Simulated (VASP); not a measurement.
# HfB3N: single point with PBE

Crystal: HfB3N.

```
CELL_PARAMETERS angstrom
3.78051 0.00000 0.00000
0.00000 3.78051 0.00000
0.00000 0.00000 3.78051
ATOMIC_POSITIONS crystal
Hf 0.00000 0.00000 0.00000
B 0.50000 0.50000 0.00000
B 0.50000 0.00000 0.50000
B 0.00000 0.50000 0.50000
N 0.50000 0.50000 0.50000
```

```yaml
Program: VASP 6.6.1
Task: single point
Functional: PBE
Potentials_or_basis: VASP PAW PBE potentials, release 64 (Hf_pv, B, N)
Cutoff: 520 eV
k_mesh: 4 × 4 × 4
Occupations: gaussian, width 0.1 eV
Spin: no spin polarisation
Dipole_correction: no
Further_INCAR_settings: ALGO = Normal; EDIFF = 1e-06; NBANDS = 20
```

| Quantity | Value |
| --- | --- |
| Pressure | -17.7 GPa |
| Band gap on the k mesh | zero (band 12 reaches 7.70 eV, above the bottom of band 13 at 4.80 eV) |

Levels at points of the mesh, in eV from the Fermi level:
```tsv
k point	band 7	band 8	band 9	band 10	band 11	band 12	band 13	band 14	band 15	band 16
(0.00, 0.00, 0.00)	-6.46	-6.24	-4.05	-4.05	2.42	2.42	2.42	2.55	2.55	2.55
(0.50, 0.00, 0.00)	-6.30	-3.95	-2.15	-2.01	-0.34	0.30	0.30	0.67	0.67	2.03
(0.50, 0.50, 0.00)	-5.62	-5.19	-3.83	-1.45	-1.45	1.03	1.03	3.07	3.51	3.51
(0.50, 0.50, 0.50)	-8.35	-3.10	-3.10	-3.10	1.36	1.36	1.36	3.22	4.22	4.22
```

Wall time 30 s on 1 thread of AMD EPYC 7R13, with other jobs on the host, peak memory 0.13 GiB.

Caveat: the k points lie up to 0.42 Å⁻¹ apart; spin-orbit coupling is left out, which moves the levels of the heavy elements.
